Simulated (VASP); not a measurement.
# SnO2 (Fm-3m) in VASP: a series of runs, part 2 of 2

VASP 6.6.1. The steps go on from the part before.

## 4. Single point, r2SCAN (volume changed by -3%)

File POSCAR:

```
SnO2
1.0
    0.0000000000      2.5078746451      2.5078746451
    2.5078746451      0.0000000000      2.5078746451
    2.5078746451      2.5078746451      0.0000000000
Sn O
1 2
Direct
    0.0000000000      0.0000000000      0.0000000000
    0.2500000000      0.2500000000      0.2500000000
    0.7500000000      0.7500000000      0.7500000000
```

File INCAR.step1:

```
ALGO = Normal
EDIFF = 1E-4
ENCUT = 520
GGA = PE
ISMEAR = 0
LASPH = True
LCHARG = False
LREAL = False
LWAVE = True
NBANDS = 20
NELM = 80
PREC = Accurate
SIGMA = 0.01
```

File INCAR.step2:

```
ALGO = Normal
EDIFF = 1E-6
ENCUT = 520
ISIF = 2
ISMEAR = 0
ISTART = 1
LASPH = True
LCHARG = True
LELF = True
LMIXTAU = True
LREAL = False
LVHAR = True
LWAVE = False
METAGGA = R2SCAN
NBANDS = 20
NELM = 80
PREC = Accurate
SIGMA = 0.01
```

File KPOINTS:

```
k-points
0
Gamma
  8 8 8
```

Launch:

```sh
cat potpaw_PBE.64/Sn_d/POTCAR potpaw_PBE.64/O/POTCAR > POTCAR
cp INCAR.step1 INCAR
mpirun -np 1 vasp_std > vasp.out
cp INCAR.step2 INCAR
mpirun -np 1 vasp_std > vasp.out
```

Wall time 36 s (1 thread of Intel Xeon 6975P-C (Granite Rapids), shared host); peak memory 0.17 GiB.

Results (log left out):

- Free energy: -41.4484 eV
- Pressure: 9.0 GPa
- Band gap on the k mesh: 1.19 eV, indirect (least direct gap 2.69 eV)

Levels at points of the mesh, in eV from the valence-band top:
```
           k point  band 10  band 11  band 12  band 13  band 14  band 15  band 16  band 17
(0.00, 0.00, 0.00)    -3.13    -1.50    -1.50    -1.50     1.19     8.00     8.00     8.00
(0.50, 0.00, 0.00)    -3.62    -3.62    -2.29    -2.29     5.85     8.75    11.70    11.70
(0.50, 0.50, 0.00)    -5.87    -0.22    -0.22    -0.16     4.02     8.38    10.64    13.76
```

Caveat: the cell differs from its parent crystal (volume changed by -3%); the PAW data sets were made with another functional, which shifts forces and pressure a little; spin-orbit coupling is left out, which moves the levels of the heavy elements. A k mesh can miss the band edges.

## 5. Single point, r2SCAN

This run uses another cell than the first one, of 10.84 Å³/atom, 0.985 times its volume.

File POSCAR:

```
SnO2
1.0
    0.0000000000      2.5334669703      2.5334669703
    2.5334669703      0.0000000000      2.5334669703
    2.5334669703      2.5334669703      0.0000000000
Sn O
1 2
Direct
    0.0000000000      0.0000000000      0.0000000000
    0.2500000000      0.2500000000      0.2500000000
    0.7500000000      0.7500000000      0.7500000000
```

File INCAR.step1:

```
ALGO = Normal
EDIFF = 1E-4
ENCUT = 520
GGA = PE
ISMEAR = 0
LASPH = T
LCHARG = F
LREAL = F
LWAVE = T
NBANDS = 20
NELM = 60
PREC = Accurate
SIGMA = 0.01
```

File INCAR.step2:

```
ALGO = Normal
EDIFF = 1E-7
ENCUT = 520
ISIF = 2
ISMEAR = 0
ISTART = 1
LASPH = T
LCHARG = F
LMIXTAU = T
LREAL = F
LWAVE = F
METAGGA = R2SCAN
NBANDS = 20
NELM = 60
PREC = Accurate
SIGMA = 0.01
```

KPOINTS is that of step 4.

Potentials or basis: VASP PAW PBE potentials, release 64 (Sn_d, O).

Launch:

```sh
cat potpaw_PBE.64/Sn_d/POTCAR potpaw_PBE.64/O/POTCAR > POTCAR
cp INCAR.step1 INCAR
mpirun -np 1 vasp_std > vasp.out
cp INCAR.step2 INCAR
mpirun -np 1 vasp_std > vasp.out
```

OUTCAR:

```text
EDIFF = 1E-7
   ENCUT = 520
   ISIF = 2
   ISMEAR = 0
   ISTART = 1
   LASPH = T
   LREAL = F
   METAGGA = R2SCAN
   NELM = 60
   PREC = Accurate

 ion  position               nearest neighbor table
   1  0.000  0.000  0.000-   3 2.19   3 2.19   3 2.19   2 2.19   3 2.19   2 2.19   2 2.19   2 2.19

   2  0.250  0.250  0.250-   1 2.19   1 2.19   1 2.19   1 2.19
   3  0.750  0.750  0.750-   1 2.19   1 2.19   1 2.19   1 2.19

  LATTYP: Found a face centered cubic cell.
 ALAT       =     5.0669339406

  Lattice vectors:

 A1 = (   0.0000000000,   2.5334669703,   2.5334669703)
 A2 = (   2.5334669703,   0.0000000000,   2.5334669703)
 A3 = (   2.5334669703,   2.5334669703,   0.0000000000)

Analysis of symmetry for initial positions (statically):
=====================================================================
 Subroutine PRICEL returns:
 Original cell was already a primitive cell.

 Routine SETGRP: Setting up the symmetry group for a
 face centered cubic supercell.

 Subroutine GETGRP returns: Found 48 space group operations
 (whereof 48 operations were pure point group operations)
 out of a pool of 48 trial point group operations.

The static configuration has the point symmetry O_h .

Analysis of symmetry for dynamics (positions and initial velocities):
=====================================================================
 Subroutine PRICEL returns:
 Original cell was already a primitive cell.

 Routine SETGRP: Setting up the symmetry group for a
 face centered cubic supercell.

 Subroutine GETGRP returns: Found 48 space group operations
 (whereof 48 operations were pure point group operations)
 out of a pool of 48 trial point group operations.

The dynamic configuration has the point symmetry O_h .

 Subroutine INISYM returns: Found 48 space group operations
 (whereof 48 operations are pure point group operations),
 and found     1 'primitive' translations

----------------------------------------------------------------------------------------

                                     Primitive cell

  volume of cell :      32.5219

  direct lattice vectors                    reciprocal lattice vectors
     0.000000000  2.533466970  2.533466970    -0.197358010  0.197358010  0.197358010
     2.533466970  0.000000000  2.533466970     0.197358010 -0.197358010  0.197358010
     2.533466970  2.533466970  0.000000000     0.197358010  0.197358010 -0.197358010

  length of vectors
     3.582863349  3.582863349  3.582863349     0.341834101  0.341834101  0.341834101

  position of ions in fractional coordinates (direct lattice)
     0.000000000  0.000000000  0.000000000
     0.250000000  0.250000000  0.250000000
     0.750000000  0.750000000  0.750000000

  ion indices of the primitive-cell ions
   primitive index   ion index
                 1           1
                 2           2
                 3           3

----------------------------------------------------------------------------------------

 KPOINTS: k-points

Automatic generation of k-mesh.
 Grid dimensions read from file:
 generate k-points for:    8    8    8

 Generating k-lattice:

  Cartesian coordinates                     Fractional coordinates (reciprocal lattice)
    -0.024669751  0.024669751  0.024669751     0.125000000  0.000000000  0.000000000
     0.024669751 -0.024669751  0.024669751     0.000000000  0.125000000  0.000000000
     0.024669751  0.024669751 -0.024669751     0.000000000  0.000000000  0.125000000

  Length of vectors
     0.042729263  0.042729263  0.042729263

  Shift w.r.t. Gamma in fractional coordinates (k-lattice)
     0.000000000  0.000000000  0.000000000

 Subroutine IBZKPT returns following result:
 ===========================================

 Found     29 irreducible k-points:

 Following reciprocal coordinates:
            Coordinates               Weight
  0.000000  0.000000  0.000000      1.000000
  0.125000  0.000000  0.000000      8.000000
  0.250000  0.000000  0.000000      8.000000
  0.375000  0.000000  0.000000      8.000000
  0.500000  0.000000  0.000000      4.000000
  0.125000  0.125000  0.000000      6.000000
[... 16 lines left out ...]
  0.500000  0.250000  0.125000     48.000000
 -0.375000  0.250000  0.125000     24.000000
 [... further k-points ...]
   k-points           NKPTS =     29   k-points in BZ     NKDIM =     29   number of bands    NBANDS=     20
   number of dos      NEDOS =    301   number of ions     NIONS =      3
   total plane-waves  NPLWV =  21952
   dimension x,y,z NGX =    28 NGY =   28 NGZ =   28
   dimension x,y,z NGXF=    56 NGYF=   56 NGZF=   56
   ions per type =               1   2
   NGX,Y,Z   is equivalent  to a cutoff of  12.99, 12.99, 12.99 a.u.
   NGXF,Y,Z  is equivalent  to a cutoff of  25.98, 25.98, 25.98 a.u.
 SYSTEM =  unknown system
   PREC   = accura    normal or accurate (medium, high low for compatibility)
   ISTART =      1    job   : 0-new  1-cont  2-samecut
   ICHARG =      0    charge: 1-file 2-atom 10-const
   ISPIN  =      1    spin polarized calculation?
   LNONCOLLINEAR =      F non collinear calculations
   LSORBIT =      F    spin-orbit coupling
   LASPH  =      T    aspherical Exc in radial PAW
   ENCUT  =  520.0 eV  38.22 Ry    6.18 a.u.   6.66  6.66  6.66*2*pi/ulx,y,z
   NELM   =     60;   NELMIN=  2; NELMDL=  0     # of ELM steps
   EDIFF  = 0.1E-06   stopping-criterion for ELM
   LREAL  =      F    real-space projection
   EDIFFG = 0.1E-05   stopping-criterion for IOM
   NSW    =      0    number of steps for IOM
   IBRION =     -1    ionic relax: 0-MD 1-quasi-New 2-CG
   NFREE  =      0    steps in history (QN), initial steepest desc. (CG)
   ISIF   =      2    stress and relaxation
   ISYM   =      2    0-nonsym 1-usesym 2-fastsym
   POTIM  = 0.5000    time-step for ionic-motion
   TEBEG  =    0.0;   TEEND  =   0.0 temperature during run
   PSTRESS=    0.0 pullay stress
   NELECT =      26.0000    total number of electrons
   NUPDOWN=      -1.0000    fix difference up-down
   EMIN   =  10.00;   EMAX   =-10.00  energy-range for DOS
   EFERMI =   0.00;   METHOD = LEGACY
   ISMEAR =     0;   SIGMA  =   0.01  broadening in eV -4-tet -1-fermi 0-gaus
   EFERMI_NEDOS =   21; number of points for ismear=-14 and -15
   IALGO  =     38    algorithm
   IMIX   =      4    mixing-type and parameters
     AMIX     =   0.40;   BMIX     =  1.00
     AMIX_MAG =   1.60;   BMIX_MAG =  1.00
  volume/ion in A,a.u.               =      10.84        73.16
  Fermi-wavevector in a.u.,A,eV,Ry     =   1.519407  2.871262 31.410365  2.308597
  Thomas-Fermi vector in A             =   2.628397
   LORBIT       =      0    0 simple, 1 ext, 2 COOP (PROOUT), +10 PAW based schemes
   METAGGA = R2SCAN    functional components
   LHFCALC =     F    Hartree Fock is set to
   AEXX    =    0.0000 exact exchange contribution
   IVDW    =     0    specifies the selected vdW correction
   LEPSILON=     F    determine dielectric tensor
   LRPA    =     F    only Hartree local field effects (RPA)
 non-spin polarized calculation
 Gauss-broadening in eV      SIGMA  =   0.01
  energy-cutoff  :      520.00
  volume of cell :       32.52
 maximum number of plane-waves:       893
   NGX = 13   NGY = 13   NGZ = 13

 number of electron      25.9999988 magnetization

 Free energy of the ion-electron system (eV)
  ---------------------------------------------------
  ext. energy  EPLUGINS =         0.00000000
  ---------------------------------------------------
  free energy    TOTEN  =       -41.48143764 eV

  energy without entropy =      -41.48143764  energy(sigma->0) =      -41.48143764

 E-fermi :   7.7671     XC(G=0): -12.7667

 val. band max:        7.7079074507   @ k =  -0.2500   0.5000   0.2500
 cond. band min:       8.5654514097   @ k =   0.0000   0.0000   0.0000
 fundamental gap:      0.8575439590
 Fermi energy:         7.7670541783

 k-point     1 :       0.0000    0.0000    0.0000
  band No.  band energies     occupation
      1     -13.4437      2.00000
      2     -13.4437      2.00000
      3     -13.4437      2.00000
      4     -13.2558      2.00000
      5     -13.2558      2.00000
      6     -12.9843      2.00000
[... 12 lines left out ...]
     19      23.9575      0.00000
     20      23.9575      0.00000
[... 507 lines left out ...]
 k-point    24 :      -0.3750    0.2500    0.1250
  band No.  band energies     occupation
      1     -13.9449      2.00000
      2     -13.6206      2.00000
      3     -13.3341      2.00000
      4     -13.2784      2.00000
      5     -13.2348      2.00000
      6     -10.4224      2.00000
[... 12 lines left out ...]
     19      24.4740      0.00000
     20      28.2279      0.00000

 [... further k-points ...]
[... 5 lines left out ...]
  --------------------------------------------------------------------------------------
  -------------------------------------------------------------------------------------
  Total        0.2802480      0.2802480      0.2802480      0.0000000      0.0000000      0.0000000
  in kB       13.8063014     13.8063014     13.8063014      0.0000000      0.0000000      0.0000000
  external PRESSURE =      13.8063014 kB  Pullay stress =       0.0000000 kB

 VOLUME and BASIS-vectors are now :
 -----------------------------------------------------------------------------
  energy-cutoff  :      520.00
  volume of cell :       32.52
      direct lattice vectors                 reciprocal lattice vectors
     0.000000000  2.533466970  2.533466970    -0.197358010  0.197358010  0.197358010
     2.533466970  0.000000000  2.533466970     0.197358010 -0.197358010  0.197358010
     2.533466970  2.533466970  0.000000000     0.197358010  0.197358010 -0.197358010

 POSITION                                       TOTAL-FORCE (eV/Angst)
 -----------------------------------------------------------------------------------
      0.00000      0.00000      0.00000         0.000000      0.000000      0.000000
      1.26673      1.26673      1.26673        -0.000000     -0.000000      0.000000
      3.80020      3.80020      3.80020         0.000000      0.000000     -0.000000
 -----------------------------------------------------------------------------------
    total drift:                               -0.000000     -0.000000      0.000000

  FREE ENERGIE OF THE ION-ELECTRON SYSTEM (eV)
  ---------------------------------------------------
  free  energy   TOTEN  =       -41.4814376400 eV

  energy  without entropy=      -41.4814376400  energy(sigma->0) =      -41.48143764
```

OUTCAR.step1:

```text
EDIFF = 1E-4
   ENCUT = 520
   GGA = PE
   ISMEAR = 0
[... 778 lines left out ...]
      0.00000      0.00000      0.00000        -0.000000      0.000000      0.000000
      1.26673      1.26673      1.26673        -0.000000      0.000000     -0.000000
      3.80020      3.80020      3.80020         0.000000     -0.000000      0.000000
 -----------------------------------------------------------------------------------
    total drift:                               -0.000000     -0.000000      0.000000

  FREE ENERGIE OF THE ION-ELECTRON SYSTEM (eV)
  ---------------------------------------------------
  free  energy   TOTEN  =       -17.8669062983 eV

  energy  without entropy=      -17.8669062983  energy(sigma->0) =      -17.86690630
```

OSZICAR.step1:

```text
N       E                     dE             d eps       ncg     rms          rms(c)
DAV:   1     0.252147962105E+03    0.25215E+03   -0.13569E+04  1212   0.205E+03
DAV:   2     0.450705074195E+01   -0.24764E+03   -0.23496E+03  1264   0.506E+02
DAV:   3    -0.203868805837E+02   -0.24894E+02   -0.24626E+02  1348   0.135E+02
DAV:   4    -0.210577837656E+02   -0.67090E+00   -0.67031E+00  1300   0.232E+01
DAV:   5    -0.210723326448E+02   -0.14549E-01   -0.14547E-01  1432   0.354E+00    0.110E+01
DAV:   6    -0.178559225943E+02    0.32164E+01   -0.10995E+01  1756   0.568E+01    0.392E+00
DAV:   7    -0.178814452754E+02   -0.25523E-01   -0.67561E-01  1244   0.589E+00    0.196E+00
DAV:   8    -0.178682521501E+02    0.13193E-01   -0.64103E-02  1292   0.256E+00    0.363E-01
DAV:   9    -0.178663862434E+02    0.18659E-02   -0.10869E-02  1708   0.164E+00    0.828E-02
DAV:  10    -0.178669026961E+02   -0.51645E-03   -0.13296E-03  1248   0.368E-01    0.196E-02
DAV:  11    -0.178669062983E+02   -0.36022E-05   -0.33807E-05  1032   0.955E-02
   1 F= -.17866906E+02 E0= -.17866906E+02  d E =-.660561E-15
```

It took 36 s on 1 thread of Intel Xeon 6975P-C (Granite Rapids), shared host; peak memory 0.17 GiB.

What came out:

```yaml
Free_energy: -41.4814 eV
Pressure: 1.4 GPa
Band_gap_on_the_k_mesh: 0.86 eV, indirect (least direct gap 2.29 eV)
```

Levels at points of the mesh, in eV from the valence-band top:
```csv
k point,band 11,band 12,band 13,band 14,band 15,band 16
"(0.00, 0.00, 0.00)",-1.44,-1.44,-1.44,0.86,7.89,7.89
"(0.50, 0.00, 0.00)",-3.48,-2.21,-2.21,5.54,8.62,11.40
"(0.50, 0.50, 0.00)",-0.21,-0.21,-0.13,3.85,8.09,10.48
```

Caveat: the PAW data sets were made with another functional, which shifts forces and pressure a little; spin-orbit coupling is left out, which moves the levels of the heavy elements.

## 6. The runs side by side

| level | cell | gap on the mesh (eV) | pressure (GPa) |
| --- | --- | --- | --- |
| PBE | a = 3.601 Å, angles 60.0°, 3 atoms | 0.13 | 6.6 |
| r2SCAN | a = 3.510 Å, angles 60.0°, 3 atoms | 1.53 | 18.1 |
| r2SCAN | a = 3.547 Å, angles 60.0°, 3 atoms | 1.19 | 9.0 |
| r2SCAN | a = 3.583 Å, angles 60.0°, 3 atoms | 0.86 | 1.4 |

Alike in all rows: task single point; potentials or basis VASP PAW PBE potentials, release 64 (Sn_d, O); no spin polarisation; k mesh 8 × 8 × 8; cutoff (eV) 520; smearing gaussian 0.01 eV.

Caveats: spin-orbit coupling is left out, which moves the levels of the heavy elements; the PAW data sets were made with another functional, which shifts forces and pressure a little (some runs).

Absolute energies hang on the potentials; compare differences alone.
